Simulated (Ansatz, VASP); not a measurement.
One calculation of BaO, two programs

```
Ba O
1.0
     0.00000    2.78701    2.78701
     2.78701    0.00000    2.78701
     2.78701    2.78701    0.00000
Ba O
1 1
Direct
  0.00000 0.00000 0.00000
  0.50000 0.50000 0.50000
```

Alike in both runs: functional PBE; k mesh 8 × 8 × 8; occupations gaussian, width 0.02 eV; no spin polarisation.

Ansatz relaxed the structure, and its values are those at the end. VASP's run is a single point on that final structure, the one shown.

```csv
,VASP,Ansatz
version,VASP 6.6.1,Ansatz 0.2.0
potentials or method,"VASP PAW PBE potentials, release 64 (Ba_sv, O), cutoff 600 eV","scalar-relativistic, plane waves, PAW"
valence electrons in the cell,16,16
```

|  | VASP | Ansatz | Ansatz less VASP |
| --- | --- | --- | --- |
| gap on the k mesh at the Fermi level (eV) | 2.04 | 2.10 | +0.065 |
| least direct gap on the mesh (eV) | 2.04 | 2.10 | +0.065 |
| pressure (GPa) | 1.5 | 0.0 | -1.50 |

Neither program's run includes spin-orbit coupling.
